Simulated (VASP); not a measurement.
# TePb (Pm-3m) in VASP: a series of runs

Aim: see how the results for TePb move with the level of theory and the settings. Levels: PBE, HF. Tasks: single point.

Everything below comes from runs of VASP 6.6.1. Logs are shortened: lines on timing, memory, paths and dates and some standing lists are left out, and cuts for length are marked.

**1. The cell of the first run**

The structure is cubic, space group Pm-3m (No. 221). Conventional cell: a = 4.002 Å, b = 4.002 Å, c = 4.002 Å, α = 90.00°, β = 90.00°, γ = 90.00°. Pb (site symmetry m-3m) has 8 Te at 3.47 Å and 6 Pb at 4.00 Å within 4.6 Å. Te (site symmetry m-3m) has 8 Pb at 3.47 Å and 6 Te at 4.00 Å within 4.6 Å.

**2. Single point, PBE**

INCAR

```
SYSTEM = TePb
PREC     = Accurate       ! precision mode
ENCUT    = 500            ! plane-wave cutoff, eV
EDIFF    = 1E-6           ! SCF threshold, eV
ISMEAR   = 0              ! smearing method
SIGMA    = 0.011          ! smearing width, eV
LREAL    = .False.        ! projectors in reciprocal space
LASPH    = .True.         ! aspherical terms in the spheres
NELM     = 120            ! most SCF steps
ALGO     = Normal         ! electronic algorithm
ISIF     = 2              ! what is computed and relaxed
LWAVE    = .False.        ! write WAVECAR
LCHARG   = .False.        ! write CHGCAR
GGA      = PE             ! functional
NBANDS   = 17             ! bands
GGA_COMPAT= .False.
```

KPOINTS

```
Automatic mesh
0
Gamma
  7 7 7
  0 0 0
```

POSCAR

```
TePb
1.0
    4.0022870000      0.0000000000      0.0000000000
    0.0000000000      4.0022870000      0.0000000000
    0.0000000000      0.0000000000      4.0022870000
Pb Te
1 1
Direct
    0.0000000000      0.0000000000      0.0000000000
    0.5000000000      0.5000000000      0.5000000000
```

Potentials or basis: VASP PAW PBE potentials, release 64 (Pb_d, Te).

Started as:

```bash
$ cat potpaw_PBE.64/Pb_d/POTCAR potpaw_PBE.64/Te/POTCAR > POTCAR
$ mpirun -np 1 vasp_std > vasp.out
```

OUTCAR:

```text
SYSTEM = TePb
   PREC = Accurate
   ENCUT = 500
   EDIFF = 1E-6
   ISMEAR = 0
   LREAL = .False.
   LASPH = .True.
   NELM = 120
   ISIF = 2
   GGA = PE

 ion  position               nearest neighbor table
   1  0.000  0.000  0.000-   2 3.47   2 3.47   2 3.47   2 3.47   2 3.47   2 3.47   2 3.47   2 3.47

   2  0.500  0.500  0.500-   1 3.47   1 3.47   1 3.47   1 3.47   1 3.47   1 3.47   1 3.47   1 3.47

  LATTYP: Found a simple cubic cell.
 ALAT       =     4.0022870000

  Lattice vectors:

 A1 = (   4.0022870000,   0.0000000000,   0.0000000000)
 A2 = (   0.0000000000,   4.0022870000,   0.0000000000)
 A3 = (   0.0000000000,   0.0000000000,   4.0022870000)

Analysis of symmetry for initial positions (statically):
=====================================================================
 Subroutine PRICEL returns:
 Original cell was already a primitive cell.

 Routine SETGRP: Setting up the symmetry group for a
 simple cubic supercell.

 Subroutine GETGRP returns: Found 48 space group operations
 (whereof 48 operations were pure point group operations)
 out of a pool of 48 trial point group operations.

The static configuration has the point symmetry O_h .

Analysis of symmetry for dynamics (positions and initial velocities):
=====================================================================
 Subroutine PRICEL returns:
 Original cell was already a primitive cell.

 Routine SETGRP: Setting up the symmetry group for a
 simple cubic supercell.

 Subroutine GETGRP returns: Found 48 space group operations
 (whereof 48 operations were pure point group operations)
 out of a pool of 48 trial point group operations.

The dynamic configuration has the point symmetry O_h .

 Subroutine INISYM returns: Found 48 space group operations
 (whereof 48 operations are pure point group operations),
 and found     1 'primitive' translations

----------------------------------------------------------------------------------------

                                     Primitive cell

  volume of cell :      64.1098

  direct lattice vectors                    reciprocal lattice vectors
     4.002287000  0.000000000  0.000000000     0.249857144  0.000000000  0.000000000
     0.000000000  4.002287000  0.000000000     0.000000000  0.249857144  0.000000000
     0.000000000  0.000000000  4.002287000     0.000000000  0.000000000  0.249857144

  length of vectors
     4.002287000  4.002287000  4.002287000     0.249857144  0.249857144  0.249857144

  position of ions in fractional coordinates (direct lattice)
     0.000000000  0.000000000  0.000000000
     0.500000000  0.500000000  0.500000000

  ion indices of the primitive-cell ions
   primitive index   ion index
                 1           1
                 2           2

----------------------------------------------------------------------------------------

 KPOINTS: Automatic mesh

Automatic generation of k-mesh.
 Grid dimensions read from file:
 generate k-points for:    7    7    7

 Generating k-lattice:

  Cartesian coordinates                     Fractional coordinates (reciprocal lattice)
     0.035693878  0.000000000  0.000000000     0.142857143  0.000000000  0.000000000
     0.000000000  0.035693878  0.000000000     0.000000000  0.142857143  0.000000000
     0.000000000  0.000000000  0.035693878     0.000000000  0.000000000  0.142857143

  Length of vectors
     0.035693878  0.035693878  0.035693878

  Shift w.r.t. Gamma in fractional coordinates (k-lattice)
     0.000000000  0.000000000  0.000000000

 Subroutine IBZKPT returns following result:
 ===========================================

 Found     20 irreducible k-points:

 Following reciprocal coordinates:
            Coordinates               Weight
  0.000000  0.000000  0.000000      1.000000
  0.142857  0.000000  0.000000      6.000000
  0.285714  0.000000  0.000000      6.000000
  0.428571  0.000000  0.000000      6.000000
  0.142857  0.142857  0.000000     12.000000
  0.285714  0.142857  0.000000     24.000000
[... 12 lines left out ...]
  0.428571  0.428571  0.285714     24.000000
  0.428571  0.428571  0.428571      8.000000
   k-points           NKPTS =     20   k-points in BZ     NKDIM =     20   number of bands    NBANDS=     17
   number of dos      NEDOS =    301   number of ions     NIONS =      2
   total plane-waves  NPLWV =  27000
   dimension x,y,z NGX =    30 NGY =   30 NGZ =   30
   dimension x,y,z NGXF=    60 NGYF=   60 NGZF=   60
   ions per type =               1   1
   NGX,Y,Z   is equivalent  to a cutoff of  12.46, 12.46, 12.46 a.u.
   NGXF,Y,Z  is equivalent  to a cutoff of  24.92, 24.92, 24.92 a.u.
 SYSTEM =  TePb
   PREC   = accura    normal or accurate (medium, high low for compatibility)
   ISTART =      0    job   : 0-new  1-cont  2-samecut
   ICHARG =      2    charge: 1-file 2-atom 10-const
   ISPIN  =      1    spin polarized calculation?
   LNONCOLLINEAR =      F non collinear calculations
   LSORBIT =      F    spin-orbit coupling
   LASPH  =      T    aspherical Exc in radial PAW
   ENCUT  =  500.0 eV  36.75 Ry    6.06 a.u.   7.30  7.30  7.30*2*pi/ulx,y,z
   NELM   =    120;   NELMIN=  2; NELMDL= -5     # of ELM steps
   EDIFF  = 0.1E-05   stopping-criterion for ELM
   LREAL  =      F    real-space projection
   EDIFFG = 0.1E-04   stopping-criterion for IOM
   NSW    =      0    number of steps for IOM
   IBRION =     -1    ionic relax: 0-MD 1-quasi-New 2-CG
   NFREE  =      0    steps in history (QN), initial steepest desc. (CG)
   ISIF   =      2    stress and relaxation
   ISYM   =      2    0-nonsym 1-usesym 2-fastsym
   POTIM  = 0.5000    time-step for ionic-motion
   TEBEG  =    0.0;   TEEND  =   0.0 temperature during run
   PSTRESS=    0.0 pullay stress
   NELECT =      20.0000    total number of electrons
   NUPDOWN=      -1.0000    fix difference up-down
   EMIN   =  10.00;   EMAX   =-10.00  energy-range for DOS
   EFERMI =   0.00;   METHOD = LEGACY
   ISMEAR =     0;   SIGMA  =   0.01  broadening in eV -4-tet -1-fermi 0-gaus
   EFERMI_NEDOS =   21; number of points for ismear=-14 and -15
   IALGO  =     38    algorithm
   IMIX   =      4    mixing-type and parameters
     AMIX     =   0.40;   BMIX     =  1.00
     AMIX_MAG =   1.60;   BMIX_MAG =  1.00
  volume/ion in A,a.u.               =      32.05       216.32
  Fermi-wavevector in a.u.,A,eV,Ry     =   1.110307  2.098177 16.773027  1.232783
  Thomas-Fermi vector in A             =   2.246857
   LORBIT       =      0    0 simple, 1 ext, 2 COOP (PROOUT), +10 PAW based schemes
   GGA     = PE    functional components
   LHFCALC =     F    Hartree Fock is set to
   AEXX    =    0.0000 exact exchange contribution
   IVDW    =     0    specifies the selected vdW correction
   LEPSILON=     F    determine dielectric tensor
   LRPA    =     F    only Hartree local field effects (RPA)
 non-spin polarized calculation
 Gauss-broadening in eV      SIGMA  =   0.01
  energy-cutoff  :      500.00
  volume of cell :       64.11
 maximum number of plane-waves:      1647
 NGX is ok and might be reduce to    30
   NGX = 15   NGY = 15   NGZ = 15

 number of electron      20.0000009 magnetization

 Free energy of the ion-electron system (eV)
  ---------------------------------------------------
  ext. energy  EPLUGINS =         0.00000000
  ---------------------------------------------------
  free energy    TOTEN  =        -7.05152416 eV

  energy without entropy =       -7.05075138  energy(sigma->0) =       -7.05113777

 E-fermi :   6.4032     XC(G=0):  -9.6811

 val. band max:        6.4016173420   @ k =   0.4286   0.2857   0.0000
 cond. band min:       6.4084007384   @ k =   0.4286   0.4286   0.2857
 fundamental gap:      0.0067833964
 Fermi energy:         6.4032093188

 k-point     1 :       0.0000    0.0000    0.0000
  band No.  band energies     occupation
      1     -10.7900      2.00000
      2     -10.7900      2.00000
      3     -10.7068      2.00000
      4     -10.7068      2.00000
      5     -10.7068      2.00000
      6      -5.7650      2.00000
[... 9 lines left out ...]
     16      16.3468      0.00000
     17      17.4115      0.00000

 k-point     2 :       0.1429    0.0000    0.0000
  band No.  band energies     occupation
      1     -10.7893      2.00000
      2     -10.7770      2.00000
      3     -10.7115      2.00000
      4     -10.7115      2.00000
      5     -10.7064      2.00000
      6      -5.6027      2.00000
[... 9 lines left out ...]
     16      16.4267      0.00000
     17      16.7874      0.00000

 k-point     3 :       0.2857    0.0000    0.0000
  band No.  band energies     occupation
      1     -10.7879      2.00000
      2     -10.7479      2.00000
      3     -10.7222      2.00000
      4     -10.7222      2.00000
      5     -10.7057      2.00000
      6      -5.1423      2.00000
[... 9 lines left out ...]
     16      14.6948      0.00000
     17      16.9731      0.00000

 k-point     4 :       0.4286    0.0000    0.0000
  band No.  band energies     occupation
      1     -10.7867      2.00000
      2     -10.7307      2.00000
      3     -10.7307      2.00000
      4     -10.7246      2.00000
      5     -10.7050      2.00000
      6      -4.5490      2.00000
[... 9 lines left out ...]
     16      16.9783      0.00000
     17      17.8149      0.00000
[... 263 lines left out ...]
      1     -10.7535      2.00000
      2     -10.7473      2.00000
      3     -10.7362      2.00000
      4     -10.7212      2.00000
      5     -10.6974      2.00000
      6      -3.7601      2.00000
[... 9 lines left out ...]
     16      15.9411      0.00000
     17      18.2374      0.00000

 k-point    19 :       0.4286    0.4286    0.2857
  band No.  band energies     occupation
      1     -10.7630      2.00000
      2     -10.7463      2.00000
      3     -10.7456      2.00000
      4     -10.7088      2.00000
      5     -10.6841      2.00000
      6      -3.5348      2.00000
[... 9 lines left out ...]
     16      17.4624      0.00000
     17      18.6436      0.00000

 k-point    20 :       0.4286    0.4286    0.4286
  band No.  band energies     occupation
      1     -10.7584      2.00000
      2     -10.7567      2.00000
      3     -10.7567      2.00000
      4     -10.6836      2.00000
      5     -10.6836      2.00000
      6      -3.3770      2.00000
[... 9 lines left out ...]
     16      18.8155      0.00000
     17      20.8065      0.00000

------------------------ aborting loop because EDIFF is reached ----------------------------------------

  FORCE on cell =-STRESS in cart. coord.  units (eV):
  Direction    XX          YY          ZZ          XY          YZ          ZX
  --------------------------------------------------------------------------------------
  -------------------------------------------------------------------------------------
  Total        0.0279361      0.0279361      0.0279361     -0.0000000     -0.0000000      0.0000000
  in kB        0.6981537      0.6981537      0.6981537     -0.0000000     -0.0000000      0.0000000
  external PRESSURE =       0.6981537 kB  Pullay stress =       0.0000000 kB

 VOLUME and BASIS-vectors are now :
 -----------------------------------------------------------------------------
  energy-cutoff  :      500.00
  volume of cell :       64.11
      direct lattice vectors                 reciprocal lattice vectors
     4.002287000  0.000000000  0.000000000     0.249857144  0.000000000  0.000000000
     0.000000000  4.002287000  0.000000000     0.000000000  0.249857144  0.000000000
     0.000000000  0.000000000  4.002287000     0.000000000  0.000000000  0.249857144

 POSITION                                       TOTAL-FORCE (eV/Angst)
 -----------------------------------------------------------------------------------
      0.00000      0.00000      0.00000         0.000000      0.000000      0.000000
      2.00114      2.00114      2.00114         0.000000      0.000000      0.000000
 -----------------------------------------------------------------------------------
    total drift:                               -0.000000     -0.000000     -0.000000

  FREE ENERGIE OF THE ION-ELECTRON SYSTEM (eV)
  ---------------------------------------------------
  free  energy   TOTEN  =        -7.0515241579 eV

  energy  without entropy=       -7.0507513754  energy(sigma->0) =       -7.05113777
```

It took 43 s on 1 thread of AMD EPYC 7R43 (Zen 3), shared host; peak memory 0.14 GiB.

What came out:

* Free energy: -7.0515 eV
* Pressure: 0.1 GPa
* Band gap on the k mesh: zero (band 10 reaches 6.58 eV, above the bottom of band 11 at 5.77 eV)

Caveat: spin-orbit coupling is left out, which moves the levels of the heavy elements.

(Continued in part 2 of 2.)
